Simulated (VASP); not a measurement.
# Te2Mo (Cm) in VASP: a series of runs

Te2Mo is run at these levels: PBE; tasks: single point.

Program: VASP 6.6.1. These are calculated values, not measurements. Logs are shortened: lines on timing, memory, paths and dates and some standing lists are left out, and cuts for length are marked.

## Step 1: The cell of the first run

Symmetry: Cm, No. 8, monoclinic system. The conventional cell has a = 6.161 Å, b = 3.557 Å, c = 15.205 Å, α = 90.00°, β = 90.00°, γ = 90.00°. Te (site symmetry m) has 3 Mo at 2.85 to 3.16 Å and 6 Te at 3.56 Å within 3.8 Å. Te (site symmetry m) has 3 Mo at 2.74 Å and 6 Te at 3.56 Å within 3.6 Å. Te (site symmetry m) has 3 Mo at 2.74 Å and 6 Te at 3.56 Å within 3.6 Å. Te (site symmetry m) has 3 Mo at 2.74 Å and 6 Te at 3.56 Å within 3.6 Å. Mo (site symmetry m) has 6 Te at 2.74 Å and 6 Mo at 3.56 Å within 3.6 Å. Within 3.6 Å of Mo (site symmetry m) lie 6 Te at 2.74 to 3.16 Å and 6 Mo at 3.56 Å.

## Step 2: Single point, PBE (atom 1 (Te) moved by (-0.300, -0.300) A along y and z)

Contents of INCAR:

```
  ALGO = Normal
  EDIFF = 1E-6
  ENCUT = 520
  GGA = PE
  ISIF = 2
  ISMEAR = 0
  LASPH = True
  LCHARG = False
  LREAL = False
  LWAVE = False
  NBANDS = 35
  NELM = 60
  PREC = Accurate
  SIGMA = 0.05
```

Contents of KPOINTS:

```
k-points
0
Gamma
  12 12 2
```

Contents of POSCAR:

```
Te2Mo
1.0
    3.5570664331      0.0000000000      0.0000000000
   -1.7785332165      3.0805098940      0.0000000000
    0.0000000000      0.0000000000     15.2047186580
Te Mo
4 2
Direct
    0.2846400958      0.5692801916      0.6113636383
    0.6666666667      0.3333333333      0.1310943552
    0.3333333333      0.6666666667      0.8689056448
    0.6666666667      0.3333333333      0.3689056448
    0.3333333333      0.6666666667      0.2500000000
    0.6666666667      0.3333333333      0.7500000000
```

Potentials or basis: VASP PAW PBE potentials, release 64 (Te, Mo_sv).

The run is started by

```sh
$ cat potpaw_PBE.64/Te/POTCAR potpaw_PBE.64/Mo_sv/POTCAR > POTCAR
$ mpirun -np 1 vasp_std > vasp.out
```

OUTCAR:

```text
EDIFF = 1E-6
   ENCUT = 520
   GGA = PE
   ISIF = 2
   ISMEAR = 0
   LASPH = True
   LREAL = False
   NELM = 60
   PREC = Accurate

 ion  position               nearest neighbor table
   1  0.285  0.569  0.611-   6 2.85   6 2.85   6 3.16
   2  0.667  0.333  0.131-   5 2.74   5 2.74   5 2.74   4 3.62
   3  0.333  0.667  0.869-   6 2.74   6 2.74   6 2.74
   4  0.667  0.333  0.369-   5 2.74   5 2.74   5 2.74   2 3.62
   5  0.333  0.667  0.250-   2 2.74   4 2.74   2 2.74   4 2.74   2 2.74   4 2.74
   6  0.667  0.333  0.750-   3 2.74   3 2.74   3 2.74   1 2.85   1 2.85   1 3.16

  LATTYP: Found a hexagonal cell.
 ALAT       =     3.5570664331
 C/A-ratio  =     4.2745107363

  Lattice vectors:

 A1 = (   3.5570664331,   0.0000000000,   0.0000000000)
 A2 = (  -1.7785332165,   3.0805098940,   0.0000000000)
 A3 = (   0.0000000000,   0.0000000000,  15.2047186580)

Analysis of symmetry for initial positions (statically):
=====================================================================
 Subroutine PRICEL returns:
 Original cell was already a primitive cell.

 Routine SETGRP: Setting up the symmetry group for a
 hexagonal supercell.

 Subroutine GETGRP returns: Found  2 space group operations
 (whereof  2 operations were pure point group operations)
 out of a pool of 24 trial point group operations.

The static configuration has the point symmetry C_1h.

Analysis of symmetry for dynamics (positions and initial velocities):
=====================================================================
 Subroutine PRICEL returns:
 Original cell was already a primitive cell.

 Routine SETGRP: Setting up the symmetry group for a
 hexagonal supercell.

 Subroutine GETGRP returns: Found  2 space group operations
 (whereof  2 operations were pure point group operations)
 out of a pool of 24 trial point group operations.

The dynamic configuration has the point symmetry C_1h.

 Subroutine INISYM returns: Found  2 space group operations
 (whereof  2 operations are pure point group operations),
 and found     1 'primitive' translations

----------------------------------------------------------------------------------------

                                     Primitive cell

  volume of cell :     166.6069

  direct lattice vectors                    reciprocal lattice vectors
     3.557066433  0.000000000  0.000000000     0.281130538  0.162310792  0.000000000
    -1.778533217  3.080509894  0.000000000     0.000000000  0.324621584  0.000000000
     0.000000000  0.000000000 15.204718658     0.000000000  0.000000000  0.065769056

  length of vectors
     3.557066433  3.557066433 15.204718658     0.324621584  0.324621584  0.065769056

  position of ions in fractional coordinates (direct lattice)
     0.284640096  0.569280192  0.611363638
     0.666666667  0.333333333  0.131094355
     0.333333333  0.666666667  0.868905645
     0.666666667  0.333333333  0.368905645
     0.333333333  0.666666667  0.250000000
     0.666666667  0.333333333  0.750000000

  ion indices of the primitive-cell ions
   primitive index   ion index
                 1           1
                 2           2
                 3           3
                 4           4
                 5           5
                 6           6

----------------------------------------------------------------------------------------

 KPOINTS: k-points

Automatic generation of k-mesh.
 Grid dimensions read from file:
 generate k-points for:   12   12    2

 Generating k-lattice:

  Cartesian coordinates                     Fractional coordinates (reciprocal lattice)
     0.023427545  0.013525899  0.000000000     0.083333333  0.000000000  0.000000000
     0.000000000  0.027051799  0.000000000     0.000000000  0.083333333  0.000000000
     0.000000000  0.000000000  0.032884528     0.000000000  0.000000000  0.500000000

  Length of vectors
     0.027051799  0.027051799  0.032884528

  Shift w.r.t. Gamma in fractional coordinates (k-lattice)
     0.000000000  0.000000000  0.000000000

 Subroutine IBZKPT returns following result:
 ===========================================

 Found     86 irreducible k-points:

 Following reciprocal coordinates:
            Coordinates               Weight
  0.000000  0.000000  0.000000      1.000000
  0.083333  0.000000  0.000000      4.000000
  0.000000  0.083333  0.000000      2.000000
  0.166667  0.000000  0.000000      4.000000
  0.000000  0.166667  0.000000      2.000000
  0.250000  0.000000  0.000000      4.000000
[... 16 lines left out ...]
 -0.083333  0.416667  0.000000      4.000000
 -0.416667  0.333333  0.000000      4.000000
 [... further k-points ...]
   k-points           NKPTS =     86   k-points in BZ     NKDIM =     86   number of bands    NBANDS=     35
   number of dos      NEDOS =    301   number of ions     NIONS =      6
   total plane-waves  NPLWV =  94080
   dimension x,y,z NGX =    28 NGY =   28 NGZ =  120
   dimension x,y,z NGXF=    56 NGYF=   56 NGZF=  240
   ions per type =               4   2
   NGX,Y,Z   is equivalent  to a cutoff of  13.09, 13.09, 13.12 a.u.
   NGXF,Y,Z  is equivalent  to a cutoff of  26.17, 26.17, 26.24 a.u.
 SYSTEM =  unknown system
   PREC   = accura    normal or accurate (medium, high low for compatibility)
   ISTART =      0    job   : 0-new  1-cont  2-samecut
   ICHARG =      2    charge: 1-file 2-atom 10-const
   ISPIN  =      1    spin polarized calculation?
   LNONCOLLINEAR =      F non collinear calculations
   LSORBIT =      F    spin-orbit coupling
   LASPH  =      T    aspherical Exc in radial PAW
   ENCUT  =  520.0 eV  38.22 Ry    6.18 a.u.   6.61  6.61 28.27*2*pi/ulx,y,z
   NELM   =     60;   NELMIN=  2; NELMDL= -5     # of ELM steps
   EDIFF  = 0.1E-05   stopping-criterion for ELM
   LREAL  =      F    real-space projection
[... 7 lines left out ...]
   TEBEG  =    0.0;   TEEND  =   0.0 temperature during run
   PSTRESS=    0.0 pullay stress
   NELECT =      52.0000    total number of electrons
   NUPDOWN=      -1.0000    fix difference up-down
   EMIN   =  10.00;   EMAX   =-10.00  energy-range for DOS
   EFERMI =   0.00;   METHOD = LEGACY
   ISMEAR =     0;   SIGMA  =   0.05  broadening in eV -4-tet -1-fermi 0-gaus
   EFERMI_NEDOS =   21; number of points for ismear=-14 and -15
   IALGO  =     38    algorithm
   IMIX   =      4    mixing-type and parameters
     AMIX     =   0.40;   BMIX     =  1.00
     AMIX_MAG =   1.60;   BMIX_MAG =  1.00
  volume/ion in A,a.u.               =      27.77       187.39
  Fermi-wavevector in a.u.,A,eV,Ry     =   1.110482  2.098507 16.778308  1.233171
  Thomas-Fermi vector in A             =   2.247034
   LORBIT       =      0    0 simple, 1 ext, 2 COOP (PROOUT), +10 PAW based schemes
   GGA     = PE    functional components
   LHFCALC =     F    Hartree Fock is set to
   AEXX    =    0.0000 exact exchange contribution
   IVDW    =     0    specifies the selected vdW correction
   LEPSILON=     F    determine dielectric tensor
   LRPA    =     F    only Hartree local field effects (RPA)
 non-spin polarized calculation
 Gauss-broadening in eV      SIGMA  =   0.05
  energy-cutoff  :      520.00
  volume of cell :      166.61
 maximum number of plane-waves:      4544
   NGX = 13   NGY = 13   NGZ = 57

 number of electron      52.0000002 magnetization

 Free energy of the ion-electron system (eV)
  ---------------------------------------------------
  ext. energy  EPLUGINS =         0.00000000
  ---------------------------------------------------
  free energy    TOTEN  =       -35.54887782 eV

  energy without entropy =      -35.54887782  energy(sigma->0) =      -35.54887782

 E-fermi :   7.1879     XC(G=0):  -9.8575

 val. band max:        6.9586728784   @ k =   0.5000   0.0000   0.0000
 cond. band min:       7.4657805570   @ k =   0.1667   0.1667   0.0000
 fundamental gap:      0.5071076786
 Fermi energy:         7.1879104115

 k-point     1 :       0.0000    0.0000    0.0000
  band No.  band energies     occupation
      1     -54.0591      2.00000
      2     -53.9890      2.00000
      3     -28.2037      2.00000
      4     -28.1342      2.00000
      5     -28.1022      2.00000
      6     -28.1020      2.00000
[... 27 lines left out ...]
     34      10.1578      0.00000
     35      11.7190      0.00000

 k-point     2 :       0.0833    0.0000    0.0000
  band No.  band energies     occupation
      1     -54.0585      2.00000
      2     -53.9885      2.00000
      3     -28.2021      2.00000
      4     -28.1329      2.00000
      5     -28.1098      2.00000
      6     -28.1038      2.00000
[... 27 lines left out ...]
     34      10.0424      0.00000
     35      12.0352      0.00000

 k-point     3 :       0.0000    0.0833    0.0000
  band No.  band energies     occupation
      1     -54.0585      2.00000
      2     -53.9885      2.00000
      3     -28.2021      2.00000
      4     -28.1330      2.00000
      5     -28.1097      2.00000
      6     -28.1040      2.00000
[... 27 lines left out ...]
     34      10.1293      0.00000
     35      12.0185      0.00000

 k-point     4 :       0.1667    0.0000    0.0000
  band No.  band energies     occupation
      1     -54.0570      2.00000
      2     -53.9871      2.00000
      3     -28.1975      2.00000
      4     -28.1308      2.00000
      5     -28.1292      2.00000
      6     -28.1087      2.00000
[... 27 lines left out ...]
     34       9.9869      0.00000
     35      12.3114      0.00000

 k-point     5 :       0.0000    0.1667    0.0000
  band No.  band energies     occupation
      1     -54.0570      2.00000
      2     -53.9871      2.00000
      3     -28.1975      2.00000
      4     -28.1307      2.00000
      5     -28.1298      2.00000
      6     -28.1089      2.00000
[... 638 lines left out ...]
 k-point    22 :       0.3333    0.0833    0.0000
  band No.  band energies     occupation
      1     -54.0518      2.00000
      2     -53.9823      2.00000
      3     -28.1983      2.00000
      4     -28.1818      2.00000
      5     -28.1291      2.00000
      6     -28.1173      2.00000
[... 27 lines left out ...]
     34      10.3282      0.00000
     35      11.3279      0.00000

 k-point    23 :      -0.0833    0.4167    0.0000
  band No.  band energies     occupation
      1     -54.0518      2.00000
      2     -53.9823      2.00000
      3     -28.1981      2.00000
      4     -28.1818      2.00000
      5     -28.1292      2.00000
      6     -28.1201      2.00000
[... 27 lines left out ...]
     34      10.2757      0.00000
     35      11.3762      0.00000

 k-point    24 :      -0.4167    0.3333    0.0000
  band No.  band energies     occupation
      1     -54.0518      2.00000
      2     -53.9822      2.00000
      3     -28.1983      2.00000
      4     -28.1818      2.00000
      5     -28.1290      2.00000
      6     -28.1166      2.00000
[... 27 lines left out ...]
     34      10.4522      0.00000
     35      11.3152      0.00000

 [... further k-points ...]
[... 5 lines left out ...]
  --------------------------------------------------------------------------------------
  -------------------------------------------------------------------------------------
  Total       -1.5970209     -1.7048889     -4.7288074     -0.0000000     -1.3307601     -0.0000000
  in kB      -15.3577714    -16.3950854    -45.4746365     -0.0000000    -12.7972710     -0.0000000
  external PRESSURE =     -25.7424978 kB  Pullay stress =       0.0000000 kB

 VOLUME and BASIS-vectors are now :
 -----------------------------------------------------------------------------
  energy-cutoff  :      520.00
  volume of cell :      166.61
      direct lattice vectors                 reciprocal lattice vectors
     3.557066433  0.000000000  0.000000000     0.281130538  0.162310792  0.000000000
    -1.778533217  3.080509894  0.000000000     0.000000000  0.324621584  0.000000000
     0.000000000  0.000000000 15.204718658     0.000000000  0.000000000  0.065769056

 POSITION                                       TOTAL-FORCE (eV/Angst)
 -----------------------------------------------------------------------------------
      0.00000      1.75367      9.29561         0.000000      0.770667      2.016282
      1.77853      1.02684      1.99325         0.000000      0.000726     -0.018842
     -0.00000      2.05367     13.21147         0.000000      0.109726     -0.353788
      1.77853      1.02684      5.60911        -0.000000     -0.009492     -0.004427
     -0.00000      2.05367      3.80118        -0.000000     -0.004684      0.011517
      1.77853      1.02684     11.40354        -0.000000     -0.866943     -1.650741
 -----------------------------------------------------------------------------------
    total drift:                               -0.000000     -0.000091      0.000144

  FREE ENERGIE OF THE ION-ELECTRON SYSTEM (eV)
  ---------------------------------------------------
  free  energy   TOTEN  =       -35.5488778238 eV

  energy  without entropy=      -35.5488778238  energy(sigma->0) =      -35.54887782
```

Wall time 5.5 min (1 thread of Intel Xeon 6975P-C (Granite Rapids), shared host); peak memory 0.57 GiB.

Results:

```yaml
Free_energy: -35.5489 eV
Pressure: -2.6 GPa
Largest_force: 2.159 eV/Å
Band_gap_on_the_k_mesh: 0.51 eV, indirect (least direct gap 0.89 eV)
```

Forces on the atoms (eV/Å):
```
Te   0.000  0.771  2.016
Te   0.000  0.001 -0.019
Te   0.000  0.110 -0.354
Te   0.000 -0.009 -0.004
Mo   0.000 -0.005  0.012
Mo   0.000 -0.867 -1.651
```

Levels at points of the mesh, in eV from the valence-band top:
| k point | band 22 | band 23 | band 24 | band 25 | band 26 | band 27 | band 28 | band 29 | band 30 | band 31 |
| --- | --- | --- | --- | --- | --- | --- | --- | --- | --- | --- |
| (0.00, 0.00, 0.00) | -1.21 | -0.88 | -0.88 | -0.41 | -0.31 | 2.23 | 2.58 | 2.70 | 2.71 | 2.97 |
| (0.50, 0.00, 0.00) | -1.93 | -1.07 | -1.00 | -0.66 | 0.00 | 1.06 | 1.22 | 1.31 | 1.51 | 2.31 |
| (0.00, 0.50, 0.00) | -1.80 | -1.07 | -0.81 | -0.67 | -0.24 | 1.06 | 1.23 | 1.30 | 1.51 | 1.98 |
| (0.00, 0.00, 0.50) | -1.20 | -0.88 | -0.65 | -0.42 | -0.32 | 2.23 | 2.57 | 2.70 | 2.73 | 2.97 |
| (0.50, 0.00, 0.50) | -1.95 | -1.07 | -1.00 | -0.66 | 0.00 | 1.06 | 1.23 | 1.39 | 1.43 | 2.44 |
| (0.00, 0.50, 0.50) | -1.77 | -1.08 | -0.82 | -0.66 | -0.25 | 1.06 | 1.30 | 1.34 | 1.41 | 2.06 |

Caveat: the cell differs from its parent crystal (atom 1 (Te) moved by (-0.300, -0.300) A along y and z); spin-orbit coupling is left out, which moves the levels of the heavy elements; this functional lacks dispersion, which binds the layers, so the pressure and a relaxed spacing across them are unreliable; forces of over 1 eV/Å act on the atoms, so gaps and moduli don't describe the material at rest. A k mesh can miss the band edges.

## Step 3: Single point, PBE (atom 1 (Te) moved by (-0.300, +0.000) A along y and z)

Contents of INCAR:

```
SYSTEM = Te2Mo
ALGO = Normal
EDIFF = 1E-6
ENCUT = 520
GGA = PE
ISIF = 2
ISMEAR = 0
LASPH = .True.
LCHARG = .False.
LREAL = .False.
LWAVE = .False.
NBANDS = 35
NELM = 100
PREC = Accurate
SIGMA = 0.05
```

Contents of KPOINTS:

```
k-points
0
Gamma
  12 12 2
  0 0 0
```

Edit POSCAR of step 2 so:

```diff
@@ -8,3 +8,3 @@
 Direct
-    0.2846400958      0.5692801916      0.6113636383
+    0.2846400958      0.5692801916      0.6310943552
     0.6666666667      0.3333333333      0.1310943552
```

Potentials or basis: VASP PAW PBE potentials, release 64 (Te, Mo_sv).

The run is started by

```sh
$ cat potpaw_PBE.64/Te/POTCAR potpaw_PBE.64/Mo_sv/POTCAR > POTCAR
$ mpirun -np 1 vasp_std > vasp.out
```

It took 4.5 min on 1 thread of Intel Xeon 6975P-C (Granite Rapids), shared host; peak memory 0.56 GiB.

Results (log left out):

| Item | Value |
| --- | --- |
| Free energy | -35.8267 eV |
| Pressure | 0.5 GPa |
| Largest force | 1.729 eV/Å |
| Band gap on the k mesh | 0.96 eV, indirect (least direct gap 1.01 eV) |

Forces on the atoms (eV/Å):
```
Te   0.000  1.515 -0.555
Te   0.000  0.001 -0.011
Te   0.000  0.141  0.037
Te   0.000 -0.005  0.010
Mo   0.000 -0.002  0.000
Mo   0.000 -1.649  0.519
```

Stress tensor (GPa, compression positive):
```
 1.22  0.00  0.00
 0.00 -0.71 -2.33
 0.00 -2.33  1.09
```

Levels at points of the mesh, in eV from the valence-band top:
| k point | band 22 | band 23 | band 24 | band 25 | band 26 | band 27 | band 28 | band 29 | band 30 | band 31 |
| --- | --- | --- | --- | --- | --- | --- | --- | --- | --- | --- |
| (0.00, 0.00, 0.00) | -0.94 | -0.91 | -0.83 | -0.48 | -0.12 | 2.41 | 2.96 | 2.97 | 2.97 | 3.24 |
| (0.50, 0.00, 0.00) | -1.67 | -1.03 | -0.81 | -0.40 | -0.10 | 1.26 | 1.33 | 1.57 | 1.73 | 2.73 |
| (0.00, 0.50, 0.00) | -1.54 | -0.81 | -0.56 | -0.45 | -0.36 | 1.32 | 1.37 | 1.57 | 1.78 | 2.54 |
| (0.00, 0.00, 0.50) | -0.94 | -0.94 | -0.59 | -0.29 | -0.22 | 2.41 | 2.94 | 2.97 | 3.00 | 3.24 |
| (0.50, 0.00, 0.50) | -1.69 | -1.03 | -0.80 | -0.39 | -0.11 | 1.26 | 1.33 | 1.65 | 1.66 | 2.88 |
| (0.00, 0.50, 0.50) | -1.53 | -0.81 | -0.57 | -0.42 | -0.39 | 1.33 | 1.37 | 1.66 | 1.70 | 2.68 |

Caveat: the cell differs from its parent crystal (atom 1 (Te) moved by (-0.300, +0.000) A along y and z); spin-orbit coupling is left out, which moves the levels of the heavy elements; this functional lacks dispersion, which binds the layers, so the pressure and a relaxed spacing across them are unreliable; forces of over 1 eV/Å act on the atoms, so gaps and moduli don't describe the material at rest.
